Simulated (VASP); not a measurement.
**HfC: single point with LDA**

The system is HfC.

```xyz
2
Lattice="0.0000 2.3250 2.3250 2.3250 0.0000 2.3250 2.3250 2.3250 0.0000" Properties=species:S:1:pos:R:3 pbc="T T T"
Hf    2.3250    2.3250    2.3250
C     0.0000    0.0000    0.0000
```

```yaml
Program: VASP 6.6.1
Task: single point
Functional: LDA
Potentials_or_basis: VASP PAW LDA potentials, release 64 (Hf_pv, C)
Cutoff: 520 eV
k_mesh: 7 × 7 × 7
Occupations: fermi-dirac, width 0.05 eV
Spin: non-collinear spin, zero start, spin-orbit coupling
Starting_moments: "[[0.0, 0.0, 0.0], [0.0, 0.0, 0.0]] μB"
Dipole_correction: no
Further_INCAR_settings: ALGO = Normal; EDIFF = 1e-07; NBANDS = 26
```

The pressure is -11.7 GPa. The net moment is 0.00 μB per cell and the valence electrons inside the program's atomic spheres are Hf 8.70; C 2.37.

Moments on the atoms (μB; x, y, z):
```
Hf  0.00 0.00 0.00
C   0.00 0.00 0.00
```

Wall time 17 s on 1 thread of Intel(R) Xeon(R) 6975P-C (Granite Rapids) (shared host), peak memory 0.18 GiB.
